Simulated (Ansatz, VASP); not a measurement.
## Au: VASP beside Ansatz

```
CELL_PARAMETERS angstrom
0.00000 2.12732 2.04550
2.12732 0.00000 2.04550
2.12732 2.12732 0.00000
ATOMIC_POSITIONS crystal
Au 0.00000 0.00000 0.00000
```

Change from the starting cell: strain +0.040 along x and y, +0.000 along z, atoms carried along.

Alike in both runs: task single point; functional PBEsol; k mesh 20 × 20 × 20; occupations gaussian, width 0.15 eV; no spin polarisation.

|  | VASP | Ansatz |
| --- | --- | --- |
| version | VASP 6.6.1 | Ansatz 0.2.0 |
| potentials or method | VASP PAW PBE potentials, release 64 (Au), cutoff 520 eV | scalar-relativistic, plane waves, PAW |
| valence electrons in the cell | 11 | 19 |

Ansatz gave:

| Property | Result |
| --- | --- |
| gap on the k mesh at the Fermi level (eV) | none |
| pressure (GPa) | -11.5 |
| traceless stress, the component that is largest in VASP (GPa) | 0.53 |

What did VASP give for the same quantities?

gap on the k mesh at the Fermi level (eV): none; pressure (GPa): -11.7; traceless stress, the component that is largest in VASP (GPa): 0.53.

VASP's potentials were made for PBE, not for PBEsol. A gap of «none» marks a metal or a gap that the smearing closes. VASP's potentials hold 11 valence electrons a cell and Ansatz's 19, so a difference there can come from the potentials and not from the codes.

Neither program's run includes spin-orbit coupling.
